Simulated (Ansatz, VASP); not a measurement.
**One calculation of Al2Cu, two programs**

The input INCAR:

```
SYSTEM = Al2Cu
PREC = Accurate ; ENCUT = 520
EDIFF = 1E-6 ; ISMEAR = 0
SIGMA = 0.15 ; LREAL = .False.
LASPH = .True. ; NELM = 60
ALGO = Fast ; ISIF = 2
LWAVE = .False. ; LCHARG = .False.
GGA = PE ; NBANDS = 16
```

KPOINTS

```
regular mesh
0
Gamma
  10 10 14
  0 0 0
```

File POSCAR:

```
Al2Cu
1.0
    4.1211626268      0.0000000000      0.0000000000
    0.0000000000      4.1211626268      0.0000000000
    0.0000000000      0.0000000000      2.8847334069
Al Cu
2 1
Direct
    0.5022615501      0.0078152784      0.5000000000
   -0.0296032967      0.4655437038      0.5000000000
    0.0116092655      0.0113117371      0.0000000000
```

Input for Ansatz:

```yaml
crystal:
  lattice:
    - [4.1211626268, 0.0, 0.0]
    - [0.0, 4.1211626268, 0.0]
    - [0.0, 0.0, 2.8847334069]
  atoms:
    - { symbol: Al, position: [0.5022615501, 0.0078152784, 0.5] }
    - { symbol: Al, position: [-0.0296032967, 0.4655437038, 0.5] }
    - { symbol: Cu, position: [0.0116092655, 0.0113117371, 0.0] }
basis:
  ecutwfc: 520.0
kpoints:
  mp_grid: { grid: [10, 10, 14] }
hamiltonian:
  xc: pbe
  pseudopotentials: { kind: paw, azcp: { folder: soft_1 } }
scf:
  occupations: { method: gaussian, width: 0.15 }
output:
  forces: true
  stress: true
  eigenvalues: true
  write_density: true
  write_potential: true
  elf: true
  volumetric_format: npy
```

Change from the starting cell: mode 4 frozen in at -0.122 Å and mode 9 at -0.142 Å (largest displacements).

Alike in both runs: task single point; functional PBE; k mesh 10 × 10 × 14; occupations gaussian, width 0.15 eV; no spin polarisation.

|  | VASP | Ansatz |
| --- | --- | --- |
| version | VASP 6.6.1 | Ansatz 0.2.0 |
| potentials or method | VASP PAW PBE potentials, release 64 (Al, Cu), cutoff 520 eV | scalar-relativistic, plane waves, PAW |
| valence electrons in the cell | 17 | 25 |

```tsv
	VASP	Ansatz	Ansatz less VASP
gap on the k mesh at the Fermi level (eV)	none	none	-
pressure (GPa)	1.7	1.8	+0.09
traceless stress, the component that is largest in VASP (GPa)	0.65	0.66	+0.010
rms of the force components (eV/Å)	0.726	0.724	-0.0021
```

Atom by atom the forces differ by 0.003 eV/Å (rms over components). A gap of «none» marks a metal or a gap that the smearing closes. With one functional, cell and mesh, what is left measures potentials, basis and numerics. VASP's potentials hold 17 valence electrons a cell and Ansatz's 25, so a difference there can come from the potentials and not from the codes.
